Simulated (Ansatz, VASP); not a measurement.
# SiC16 in VASP and in Ansatz

```xyz
17
Lattice="4.9299 0.0000 0.0000 0.0000 4.4224 0.0000 0.0000 0.0000 22.6937" Properties=species:S:1:pos:R:3 pbc="T T T"
C     1.2325    1.8376    4.0000
C     3.6974    1.8376    4.0000
C     0.0000    2.2977    4.5428
C     2.4649    2.2977    4.5428
C     0.0000    3.2161    5.6300
C     2.4649    3.2161    5.6300
C     1.2325    3.6762    6.1728
C     3.6974    3.6762    6.1728
C     1.2325    0.1955    7.2591
C     3.6974    0.1955    7.2591
C     0.0000    0.6637    7.7748
C     2.4649    0.6637    7.7748
C     0.0000    1.6716    8.8518
C     2.4649    1.6716    8.8518
C     1.2325    2.1069    9.2937
C     3.6974    2.1069    9.2937
Si    1.6433    2.1069   12.3937
```

Alike in both runs: task single point; functional PBE; dispersion D3(BJ); k mesh 6 × 6 × 1; occupations gaussian, width 0.05 eV; collinear spin.

```csv
,VASP,Ansatz
version,VASP 6.6.1,Ansatz 0.2.0
potentials or method,"VASP PAW PBE potentials, release 64 (C, Si), cutoff 520 eV","scalar-relativistic, plane waves, PAW"
valence electrons in the cell,68,68
```

|  | VASP | Ansatz | Ansatz less VASP |
| --- | --- | --- | --- |
| gap on the k mesh at the Fermi level (eV) | none | none | - |
| rms of the force components (eV/Å) | 0.965 | 1.052 | +0.0877 |
| net moment per atom (μB) | 0.01 | 0.10 | +0.096 |
| size of the moment on the site where the two differ most (μB) | 0.43 | 0.16 | -0.271 |
| work function, face that differs most (eV) | 5.01 | 4.92 | -0.093 |

Site moments also hang on the region over which each program counts them. Atom by atom the forces differ by 0.116 eV/Å (rms over components). A gap of «none» marks a metal or a gap that the smearing closes.
